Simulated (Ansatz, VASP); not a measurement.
**One calculation of Pb, two programs**

```xyz
1
Lattice="0.0000 2.4650 2.4650 2.4650 0.0000 2.4650 2.4650 2.4650 0.0000" Properties=species:S:1:pos:R:3 pbc="T T T"
Pb    0.0000    0.0000    0.0000
```

Alike in both runs: task single point; functional PBE; dispersion D3(BJ); k mesh 6 × 6 × 6; occupations gaussian, width 0.1 eV; no spin polarisation.

```csv
,VASP,Ansatz
version,VASP 6.6.1,Ansatz 0.2.0
potentials or method,"VASP PAW PBE potentials, release 64 (Pb_d), cutoff 500 eV","scalar-relativistic, plane waves, PAW"
valence electrons in the cell,14,14
```

|  | VASP | Ansatz | Ansatz less VASP |
| --- | --- | --- | --- |
| gap on the k mesh at the Fermi level (eV) | none | none | - |
| pressure (GPa) | 1.6 | 1.7 | +0.07 |

A gap of «none» marks a metal or a gap that the smearing closes.

The k mesh is coarse, so the values compare programs but aren't converged. Neither program's run includes spin-orbit coupling.
